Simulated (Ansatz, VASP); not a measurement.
Two plane-wave programs on In3GaP4

INCAR

```
  ALGO = Normal
  EDIFF = 1E-6
  EDIFFG = -0.04
  ENCUT = 600
  GGA = PE
  IBRION = 2
  ISIF = 3
  ISMEAR = 0
  LASPH = True
  LCHARG = False
  LREAL = False
  LWAVE = False
  NELM = 60
  NSW = 90
  PREC = Accurate
  SIGMA = 0.1
```

The input KPOINTS:

```
k-points
0
Gamma
  4 4 4
```

The input POSCAR:

```
In3GaP4
1.0
    5.5956334900      0.0000000000      0.0000000000
    0.0000000000      5.5956334900      0.0000000000
    0.0000000000      0.0000000000      5.5956334900
In Ga P
3 1 4
Direct
    0.5000000000      0.0000000000      0.5000000000
    0.5000000000      0.5000000000      0.0000000000
    0.0000000000      0.5000000000      0.5000000000
    0.0000000000      0.0000000000      0.0000000000
    0.0000000000      0.5000000000      0.0000000000
    0.5000000000      0.5000000000      0.5000000000
    0.0000000000      0.0000000000      0.5000000000
    0.5000000000      0.0000000000      0.0000000000
```

Input for Ansatz:

```yaml
crystal:
  lattice:
    - [5.59563349, 0.0, 0.0]
    - [0.0, 5.59563349, 0.0]
    - [0.0, 0.0, 5.59563349]
  atoms:
    - { symbol: In, position: [0.5, 0.0, 0.5] }
    - { symbol: In, position: [0.5, 0.5, 0.0] }
    - { symbol: In, position: [0.0, 0.5, 0.5] }
    - { symbol: Ga, position: [0.0, 0.0, 0.0] }
    - { symbol: P, position: [0.0, 0.5, 0.0] }
    - { symbol: P, position: [0.5, 0.5, 0.5] }
    - { symbol: P, position: [0.0, 0.0, 0.5] }
    - { symbol: P, position: [0.5, 0.0, 0.0] }
basis:
  ecutwfc: 420
kpoints:
  mp_grid: { grid: [4, 4, 4] }
hamiltonian:
  xc: pbe
scf:
  occupations: { method: gaussian, width: 0.1 }
  lower_state_search: "off"
output:
  forces: true
  stress: true
  eigenvalues: true
relax:
  adjacent_minimum: "off"
  f_tol: 0.04
  max_steps: 70
  cell: { stress_tol: 0.4 }
```

Alike in both runs: task relaxation of cell and atoms; functional PBE; k mesh 4 × 4 × 4; occupations gaussian, width 0.1 eV; no spin polarisation.

|  | VASP | Ansatz |
| --- | --- | --- |
| version | VASP 6.6.1 | Ansatz 0.2.0 |
| potentials or method | VASP PAW PBE potentials, release 64 (In_d, Ga_d, P), cutoff 600 eV | scalar-relativistic, plane waves, PAW |
| valence electrons in the cell | 72 | 72 |

Ansatz gave:

| Item | Value |
| --- | --- |
| gap on the k mesh at the Fermi level, each at its own relaxed structure (eV) | none |
| relaxed volume (Å³/atom) | 20.39 |
| relaxed cell length with the largest relative difference (Å) | 5.464 |

What did VASP give for the same quantities?

gap on the k mesh at the Fermi level, each at its own relaxed structure (eV): none; relaxed volume (Å³/atom): 20.37; relaxed cell length with the largest relative difference (Å): 5.462.

A gap of «none» marks a metal or a gap that the smearing closes.
